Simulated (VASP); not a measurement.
Ge:

```
Ge
1.0
     3.00765    0.00000    0.00000
    -1.50383    2.60470    0.00000
     0.00000    0.00000    4.91150
Ge
2
Cartesian
  0.0000 1.7365 1.2279
  1.5038 0.8682 3.6836
```

This isn't the form of Ge at room conditions, which is diamond.

```yaml
Program: VASP 6.6.1
Task: relaxation of cell and atoms
Functional: PBEsol
Potentials_or_basis: VASP PAW PBE potentials, release 64 (Ge_d)
Cutoff: 600 eV
k_mesh: 12 × 12 × 7
Occupations: fermi-dirac, width 0.1 eV
Spin: no spin polarisation
```

At the start: pressure -3.1 GPa; volume 19.24 Å³/atom.

Question: Where does the relaxation end?

Answer: Over 12 steps the energy falls by 16.9 meV/atom and the volume is 18.37 Å³/atom (-4.5 %); space group P6_3/mmc (No. 194, to 0.1 Å) before and after.

Step by step:
```
step  energy change (eV)  largest force (eV/Å)  pressure (GPa)  volume (Å³)
   1              0.0000                0.0000           -3.11        38.48
   2             -0.0262                0.0000            0.25        36.43
   3             -0.0262                0.0000            0.88        36.30
   4             -0.0263                0.0000            0.37        36.38
   5             -0.0312                0.0000            0.81        36.42
   6             -0.0334                0.0000            0.84        36.46
   7             -0.0330                0.0000           -0.50        37.09
   8             -0.0338                0.0000            0.13        36.69
   9             -0.0338                0.0000           -0.20        36.76
  10             -0.0338                0.0000            0.12        36.72
  11             -0.0338                0.0000           -0.07        36.74
  12             -0.0338                0.0000           -0.06        36.73
```

Final structure:
```
Ge
1.0
     3.01179    0.00000    0.00000
    -1.50590    2.60829    0.00000
     0.00000    0.00000    4.67585
Ge
2
Direct
  0.33333 0.66667 0.25000
  0.66667 0.33333 0.75000
```

Caveat: the PAW data sets were made with another functional, which shifts forces and pressure a little.
